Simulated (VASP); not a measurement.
# Nb (Fm-3m) in VASP: single point with PBE

Aim: the single point of Nb with PBE.

All numbers are computed with VASP 6.6.1; they aren't measurements. Logs are shortened: lines on timing, memory, paths and dates and some standing lists are left out, and cuts for length are marked.

## Step 1: The cell of the first run

Symmetry: Fm-3m, No. 225, cubic system. Conventional cell: a = 4.219 Å, b = 4.219 Å, c = 4.219 Å, α = 90.00°, β = 90.00°, γ = 90.00°. Nb (site symmetry m-3m) has 12 Nb at 2.98 Å within 3.9 Å.

## Step 2: Single point, PBE

INCAR

```
  PREC = Accurate
  ENCUT = 520
  EDIFF = 1E-6
  ISMEAR = -1
  SIGMA = 0.13605693000000002
  LREAL = False
  LASPH = True
  NELM = 100
  ALGO = Normal
  ISIF = 2
  LWAVE = False
  LCHARG = False
  GGA = PE
  NBANDS = 12
```

KPOINTS

```
regular mesh
0
Gamma
  13 13 13
```

POSCAR

```
Nb
1.0
    0.0000000000      2.1094809412      2.1094809412
    2.1094809412      0.0000000000      2.1094809412
    2.1094809412      2.1094809412      0.0000000000
Nb
1
Direct
    0.0000000000      0.0000000000      0.0000000000
```

Potentials or basis: VASP PAW PBE potentials, release 64 (Nb_sv).

The run is started by

```
cat potpaw_PBE.64/Nb_sv/POTCAR > POTCAR
mpirun -np 1 vasp_std > vasp.out
```

OUTCAR:

```text
PREC = Accurate
   ENCUT = 520
   EDIFF = 1E-6
   ISMEAR = -1
   LREAL = False
   LASPH = True
   NELM = 100
   ISIF = 2
   GGA = PE

 ion  position               nearest neighbor table
   1  0.000  0.000  0.000-

  LATTYP: Found a face centered cubic cell.
 ALAT       =     4.2189618824

  Lattice vectors:

 A1 = (   0.0000000000,   2.1094809412,   2.1094809412)
 A2 = (   2.1094809412,   0.0000000000,   2.1094809412)
 A3 = (   2.1094809412,   2.1094809412,   0.0000000000)

Analysis of symmetry for initial positions (statically):
=====================================================================
 Subroutine PRICEL returns:
 Original cell was already a primitive cell.

 Routine SETGRP: Setting up the symmetry group for a
 face centered cubic supercell.

 Subroutine GETGRP returns: Found 48 space group operations
[... 9 lines left out ...]

 Routine SETGRP: Setting up the symmetry group for a
 face centered cubic supercell.

 Subroutine GETGRP returns: Found 48 space group operations
[... 11 lines left out ...]
                                     Primitive cell

  volume of cell :      18.7740

  direct lattice vectors                    reciprocal lattice vectors
     0.000000000  2.109480941  2.109480941    -0.237025133  0.237025133  0.237025133
     2.109480941  0.000000000  2.109480941     0.237025133 -0.237025133  0.237025133
     2.109480941  2.109480941  0.000000000     0.237025133  0.237025133 -0.237025133

  length of vectors
     2.983256557  2.983256557  2.983256557     0.410539572  0.410539572  0.410539572

  position of ions in fractional coordinates (direct lattice)
     0.000000000  0.000000000  0.000000000

  ion indices of the primitive-cell ions
   primitive index   ion index
                 1           1

----------------------------------------------------------------------------------------

 KPOINTS: regular mesh

Automatic generation of k-mesh.
 Grid dimensions read from file:
 generate k-points for:   13   13   13

 Generating k-lattice:

  Cartesian coordinates                     Fractional coordinates (reciprocal lattice)
    -0.018232703  0.018232703  0.018232703     0.076923077  0.000000000  0.000000000
     0.018232703 -0.018232703  0.018232703     0.000000000  0.076923077  0.000000000
     0.018232703  0.018232703 -0.018232703     0.000000000  0.000000000  0.076923077

  Length of vectors
     0.031579967  0.031579967  0.031579967

  Shift w.r.t. Gamma in fractional coordinates (k-lattice)
     0.000000000  0.000000000  0.000000000

 Subroutine IBZKPT returns following result:
 ===========================================

 Found     84 irreducible k-points:

 Following reciprocal coordinates:
            Coordinates               Weight
  0.000000  0.000000  0.000000      1.000000
  0.076923  0.000000  0.000000      8.000000
  0.153846  0.000000  0.000000      8.000000
  0.230769  0.000000  0.000000      8.000000
  0.307692  0.000000  0.000000      8.000000
  0.384615  0.000000  0.000000      8.000000
[... 16 lines left out ...]
  0.384615  0.153846  0.000000     24.000000
  0.461538  0.153846  0.000000     24.000000
 [... further k-points ...]
   k-points           NKPTS =     84   k-points in BZ     NKDIM =     84   number of bands    NBANDS=     12
   number of dos      NEDOS =    301   number of ions     NIONS =      1
   total plane-waves  NPLWV =  13824
   dimension x,y,z NGX =    24 NGY =   24 NGZ =   24
   dimension x,y,z NGXF=    48 NGYF=   48 NGZF=   48
   ions per type =               1
   NGX,Y,Z   is equivalent  to a cutoff of  13.37, 13.37, 13.37 a.u.
   NGXF,Y,Z  is equivalent  to a cutoff of  26.75, 26.75, 26.75 a.u.
 SYSTEM =  unknown system
   PREC   = accura    normal or accurate (medium, high low for compatibility)
   ISTART =      0    job   : 0-new  1-cont  2-samecut
   ICHARG =      2    charge: 1-file 2-atom 10-const
   ISPIN  =      1    spin polarized calculation?
   LNONCOLLINEAR =      F non collinear calculations
   LSORBIT =      F    spin-orbit coupling
   LASPH  =      T    aspherical Exc in radial PAW
   ENCUT  =  520.0 eV  38.22 Ry    6.18 a.u.   5.55  5.55  5.55*2*pi/ulx,y,z
   NELM   =    100;   NELMIN=  2; NELMDL= -5     # of ELM steps
   EDIFF  = 0.1E-05   stopping-criterion for ELM
   LREAL  =      F    real-space projection
   EDIFFG = 0.1E-04   stopping-criterion for IOM
   NSW    =      0    number of steps for IOM
   IBRION =     -1    ionic relax: 0-MD 1-quasi-New 2-CG
   NFREE  =      0    steps in history (QN), initial steepest desc. (CG)
   ISIF   =      2    stress and relaxation
   ISYM   =      2    0-nonsym 1-usesym 2-fastsym
   POTIM  = 0.5000    time-step for ionic-motion
   TEBEG  =    0.0;   TEEND  =   0.0 temperature during run
   PSTRESS=    0.0 pullay stress
   NELECT =      13.0000    total number of electrons
   NUPDOWN=      -1.0000    fix difference up-down
   EMIN   =  10.00;   EMAX   =-10.00  energy-range for DOS
   EFERMI =   0.00;   METHOD = LEGACY
   ISMEAR =    -1;   SIGMA  =   0.14  broadening in eV -4-tet -1-fermi 0-gaus
   EFERMI_NEDOS =   21; number of points for ismear=-14 and -15
   IALGO  =     38    algorithm
   IMIX   =      4    mixing-type and parameters
     AMIX     =   0.40;   BMIX     =  1.00
     AMIX_MAG =   1.60;   BMIX_MAG =  1.00
  volume/ion in A,a.u.               =      18.77       126.69
  Fermi-wavevector in a.u.,A,eV,Ry     =   1.448339  2.736965 28.540764  2.097687
  Thomas-Fermi vector in A             =   2.566192
   LORBIT       =      0    0 simple, 1 ext, 2 COOP (PROOUT), +10 PAW based schemes
   GGA     = PE    functional components
   LHFCALC =     F    Hartree Fock is set to
   AEXX    =    0.0000 exact exchange contribution
   IVDW    =     0    specifies the selected vdW correction
   LEPSILON=     F    determine dielectric tensor
   LRPA    =     F    only Hartree local field effects (RPA)
 non-spin polarized calculation
  energy-cutoff  :      520.00
  volume of cell :       18.77
 maximum number of plane-waves:       531
 NGX is ok and might be reduce to    24
   NGX = 11   NGY = 11   NGZ = 11

 number of electron      13.0000001 magnetization

 Free energy of the ion-electron system (eV)
  ---------------------------------------------------
  ext. energy  EPLUGINS =         0.00000000
  ---------------------------------------------------
  free energy    TOTEN  =        -9.93988891 eV

  energy without entropy =       -9.84684663  energy(sigma->0) =       -9.89336777

 E-fermi :  10.9610     XC(G=0): -12.2897

 val. band max:       10.9534069271   @ k =   0.3846   0.2308   0.0000
 cond. band min:      10.9640823652   @ k =  -0.3846   0.2308   0.0769
 fundamental gap:      0.0106754381
 Fermi energy:        10.9610251262

 k-point     1 :       0.0000    0.0000    0.0000
  band No.  band energies     occupation
      1     -43.8264      2.00000
      2     -19.2151      2.00000
      3     -19.2151      2.00000
      4     -19.2151      2.00000
      5       4.7362      2.00000
      6      11.0680      0.62592
      7      11.0680      0.62592
      8      11.0680      0.62592
      9      13.6614      0.00000
     10      13.6614      0.00000
     11      22.7797      0.00000
     12      27.5570      0.00000

 k-point     2 :       0.0769    0.0000    0.0000
  band No.  band energies     occupation
      1     -43.8155      2.00000
      2     -19.2875      2.00000
      3     -19.2240      2.00000
      4     -19.2240      2.00000
      5       4.9557      2.00000
      6      10.8995      1.22245
      7      11.1678      0.35903
      8      11.1678      0.35903
      9      13.5739      0.00000
     10      13.5739      0.00000
     11      23.2182      0.00000
     12      26.6722      0.00000

 k-point     3 :       0.1538    0.0000    0.0000
  band No.  band energies     occupation
      1     -43.7853      2.00000
      2     -19.4851      2.00000
      3     -19.2488      2.00000
      4     -19.2488      2.00000
      5       5.5594      2.00000
      6      10.5269      1.92098
      7      11.3846      0.08512
      8      11.3846      0.08512
      9      13.4416      0.00000
     10      13.4416      0.00000
     11      24.1829      0.00000
     12      25.3627      0.00000

 k-point     4 :       0.2308    0.0000    0.0000
  band No.  band energies     occupation
      1     -43.7424      2.00000
      2     -19.7562      2.00000
      3     -19.2835      2.00000
      4     -19.2835      2.00000
      5       6.3522      2.00000
      6      10.2692      1.98770
      7      11.4626      0.04890
      8      11.4626      0.04890
      9      13.6078      0.00000
     10      13.6078      0.00000
     11      23.5294      0.00000
     12      25.9222      0.00000

 k-point     5 :       0.3077    0.0000    0.0000
  band No.  band energies     occupation
      1     -43.6965      2.00000
      2     -20.0354      2.00000
      3     -19.3199      2.00000
      4     -19.3199      2.00000
      5       6.9544      2.00000
      6      10.5295      1.91953
      7      11.2855      0.16866
      8      11.2855      0.16866
      9      14.2204      0.00000
     10      14.2204      0.00000
     11      22.4912      0.00000
     12      25.7425      0.00000
[... 228 lines left out ...]
      1     -43.7396      2.00000
      2     -19.6513      2.00000
      3     -19.3525      2.00000
      4     -19.3438      2.00000
      5       6.4544      2.00000
      6       9.6819      1.99983
      7      11.6591      0.01176
      8      12.0657      0.00060
      9      12.5940      0.00001
     10      14.2348      0.00000
     11      25.5827      0.00000
     12      26.1843      0.00000

 k-point    22 :       0.3077    0.1538    0.0000
  band No.  band energies     occupation
      1     -43.6989      2.00000
      2     -19.8808      2.00000
      3     -19.3934      2.00000
      4     -19.3882      2.00000
      5       7.1783      2.00000
      6       9.4932      1.99996
      7      11.0989      0.53254
      8      12.1242      0.00039
      9      13.5185      0.00000
     10      14.6880      0.00000
     11      24.4052      0.00000
     12      26.8444      0.00000

 k-point    23 :       0.3846    0.1538    0.0000
  band No.  band energies     occupation
      1     -43.6588      2.00000
      2     -20.0975      2.00000
      3     -19.4451      2.00000
      4     -19.4217      2.00000
      5       7.6410      2.00000
      6       9.7384      1.99975
      7      10.7039      1.73740
      8      11.9422      0.00147
      9      14.7585      0.00000
     10      15.3058      0.00000
     11      23.1297      0.00000
     12      25.5785      0.00000

 k-point    24 :       0.4615    0.1538    0.0000
  band No.  band energies     occupation
      1     -43.6288      2.00000
      2     -20.2529      2.00000
      3     -19.5027      2.00000
      4     -19.4311      2.00000
      5       7.7602      2.00000
      6       9.9508      1.99881
      7      10.9378      1.08518
      8      11.7080      0.00822
      9      15.6951      0.00000
     10      16.1118      0.00000
     11      21.7025      0.00000
     12      24.4767      0.00000

 [... further k-points ...]
[... 5 lines left out ...]
  --------------------------------------------------------------------------------------
  -------------------------------------------------------------------------------------
  Total       -0.0034341     -0.0034341     -0.0034341     -0.0000000      0.0000000     -0.0000000
  in kB       -0.2930678     -0.2930678     -0.2930678     -0.0000000      0.0000000     -0.0000000
  external PRESSURE =      -0.2930678 kB  Pullay stress =       0.0000000 kB

 VOLUME and BASIS-vectors are now :
 -----------------------------------------------------------------------------
  energy-cutoff  :      520.00
  volume of cell :       18.77
      direct lattice vectors                 reciprocal lattice vectors
     0.000000000  2.109480941  2.109480941    -0.237025133  0.237025133  0.237025133
     2.109480941  0.000000000  2.109480941     0.237025133 -0.237025133  0.237025133
     2.109480941  2.109480941  0.000000000     0.237025133  0.237025133 -0.237025133

 POSITION                                       TOTAL-FORCE (eV/Angst)
 -----------------------------------------------------------------------------------
      0.00000      0.00000      0.00000         0.000000      0.000000      0.000000
 -----------------------------------------------------------------------------------
    total drift:                                0.000000     -0.000000     -0.000000

  FREE ENERGIE OF THE ION-ELECTRON SYSTEM (eV)
  ---------------------------------------------------
  free  energy   TOTEN  =        -9.9398889068 eV

  energy  without entropy=       -9.8468466341  energy(sigma->0) =       -9.89336777
```

It took 9.7 s on 1 thread of Intel Xeon 6975P-C, shared host; peak memory 0.15 GiB.

What came out:

| Item | Value |
| --- | --- |
| Free energy | -9.9399 eV |
| Pressure | 0.0 GPa |
